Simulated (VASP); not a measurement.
**BaTiO3: single point with PBE+U**

BaTiO3:

```
Ba Ti O
1.0
     4.00822    0.00000    0.00000
     0.00000    2.87328    2.88592
     0.00000   -2.87328    2.88592
Ba Ti O
1 1 3
Direct
  0.00000 0.00808 0.00808
  0.50000 0.51971 0.51971
  0.00000 0.49163 0.49163
  0.50000 0.49381 0.98300
  0.50000 0.98300 0.49381
```

| Item | Value |
| --- | --- |
| Program | VASP 6.6.1 |
| Task | single point |
| Functional | PBE |
| Potentials or basis | VASP PAW PBE potentials, release 64 (Ba_sv, Ti_sv, O) |
| Cutoff | 520 eV |
| k mesh | 8 × 8 × 8 |
| Occupations | gaussian, width 0.02 eV |
| Spin | no spin polarisation |
| Hubbard terms | Ti d U = 4.0 eV |

| Quantity | Value |
| --- | --- |
| Pressure | 3.5 GPa |
| Largest force | 0.586 eV/Å |
| Band gap on the k mesh | 2.49 eV (least direct gap 2.92 eV) |

Forces on the atoms (eV/Å):
```
Ba   0.000  0.000 -0.045
Ti   0.000  0.000 -0.586
O    0.000  0.000  0.012
O    0.000 -0.306  0.309
O    0.000  0.306  0.309
```

Stress tensor (GPa, compression positive):
```
3.28 0.00 0.00
0.00 3.78 0.00
0.00 0.00 3.41
```

Levels at points of the mesh, in eV from the valence-band top:
```
           k point  band 16  band 17  band 18  band 19  band 20  band 21  band 22  band 23  band 24  band 25
(0.00, 0.00, 0.00)    -1.23    -1.09    -0.47    -0.46    -0.42     2.49     2.62     2.68     4.11     4.12
(0.50, 0.00, 0.00)    -2.03    -1.63    -1.53    -1.11    -1.04     2.81     3.92     4.06     4.07     5.60
(0.00, 0.50, 0.00)    -1.84    -1.75    -1.64    -0.94    -0.83     2.70     3.95     3.96     4.10     5.74
(0.50, 0.50, 0.00)    -2.51    -1.86    -0.96    -0.93    -0.08     3.99     4.02     4.37     4.57     7.39
(0.00, 0.50, 0.50)    -2.53    -1.80    -0.95    -0.89    -0.22     3.97     4.00     4.29     4.82     7.27
(0.50, 0.50, 0.50)    -2.35    -2.32    -0.15    -0.02     0.00     4.51     4.52     4.62     6.28     6.43
```

Eigenvalues of the final occupation matrices:
```
    site  spin  trace               eigenvalues
site 2 d     1   0.81  0.11 0.11 0.11 0.24 0.24
site 2 d     2   0.81  0.11 0.11 0.11 0.24 0.24
```

Wall time 91 s on 1 thread of Intel(R) Xeon(R) 6975P-C (Granite Rapids), with other jobs on the host, peak memory 0.31 GiB.

Caveat: the cell stands under pressure; spin-orbit coupling is left out, which moves the levels of the heavy elements. A k mesh can miss the band edges.
